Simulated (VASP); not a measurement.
AlRu, 2 atoms in the cell. Symmetry: Pm-3m, No. 221, cubic system. Conventional cell: a = 2.992 Å, b = 2.992 Å, c = 2.992 Å, α = 90.00°, β = 90.00°, γ = 90.00°. Within 3.4 Å of Al (site symmetry m-3m) lie 8 Ru at 2.59 Å and 6 Al at 2.99 Å. Ru (site symmetry m-3m) has 8 Al at 2.59 Å and 6 Ru at 2.99 Å within 3.4 Å. 

* Program: VASP 6.6.1
* Task: single point
* Functional: PBE
* Potentials or basis: VASP PAW PBE potentials, release 64 (Al, Ru_pv)
* Cutoff: 520 eV
* k mesh: 14 × 14 × 14
* Occupations: fermi-dirac, width 0.08 eV
* Spin: non-collinear spin, zero start, spin-orbit coupling
* Starting moments: [[0.0, 0.0, 0.0], [0.0, 0.0, 0.0]] μB
* Dipole correction: no
* Further INCAR settings: ALGO = Normal; EDIFF = 1e-06; NBANDS = 29

Potentials or basis: VASP PAW PBE potentials, release 64 (Al, Ru_pv).

Launch:

```bash
$ cat potpaw_PBE.64/Al/POTCAR potpaw_PBE.64/Ru_pv/POTCAR > POTCAR
$ mpirun -np 1 vasp_ncl > vasp.out
```

Hardware: 1 thread of Intel(R) Xeon(R) Platinum 8259CL CPU @ 2.50GHz (Skylake/Cascade Lake), with other jobs on the host.

Question: Estimate the wall time of this run.

Answer: Run time: 95 s on 1 thread of Intel(R) Xeon(R) Platinum 8259CL CPU @ 2.50GHz (Skylake/Cascade Lake) (shared host), peak memory 0.28 GiB. Counts: scf iterations 11, k points 120.
